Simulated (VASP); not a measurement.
Wanted: the native input for a VASP 6.6.1 run.

- Task: single point
- Functional: PBEsol
- Potentials or basis: VASP PAW PBE potentials, release 64 (Mg, H)
- Cutoff: 600 eV
- k mesh: 5 × 5 × 5
- Occupations: fermi-dirac, width 0.05 eV
- Spin: no spin polarisation
- Dipole correction: no
- Further INCAR settings: ALGO = Normal; EDIFF = 1e-06; NBANDS = 9

The structure of MgH2 lies in POSCAR:

```
MgH2
1.0
    0.0000000000      2.3810670000      2.3810670000
    2.3810670000      0.0000000000      2.3810670000
    2.3810670000      2.3810670000      0.0000000000
Mg H
1 2
Direct
    0.0000000000      0.0000000000      0.0000000000
    0.7500000000      0.7500000000      0.7500000000
    0.2500000000      0.2500000000      0.2500000000
```

The input as run:

INCAR

```
  PREC = Accurate
  ENCUT = 600
  EDIFF = 1E-6
  ISMEAR = -1
  SIGMA = 0.05
  LREAL = False
  LASPH = True
  NELM = 120
  ALGO = Normal
  ISIF = 2
  LWAVE = False
  LCHARG = False
  GGA = PS
  NBANDS = 9
  GGA_COMPAT = False
```

KPOINTS

```
Automatic mesh
0
Gamma
  5 5 5
```

Potentials or basis: VASP PAW PBE potentials, release 64 (Mg, H).

Launch:

```sh
$ cat potpaw_PBE.64/Mg/POTCAR potpaw_PBE.64/H/POTCAR > POTCAR
$ mpirun -np 1 vasp_std > vasp.out
```

Results of the run:

* Pressure: -1.2 GPa
* Band gap on the k mesh: zero (band 2 reaches 4.03 eV, above the bottom of band 3 at 2.92 eV)

Caveat: the k points lie up to 0.46 Å⁻¹ apart; the PAW data sets were made with another functional, which shifts forces and pressure a little.

Run time: 2.6 s on 1 thread of Intel(R) Xeon(R) 6975P-C (Granite Rapids), on a shared host, peak memory 0.15 GiB.
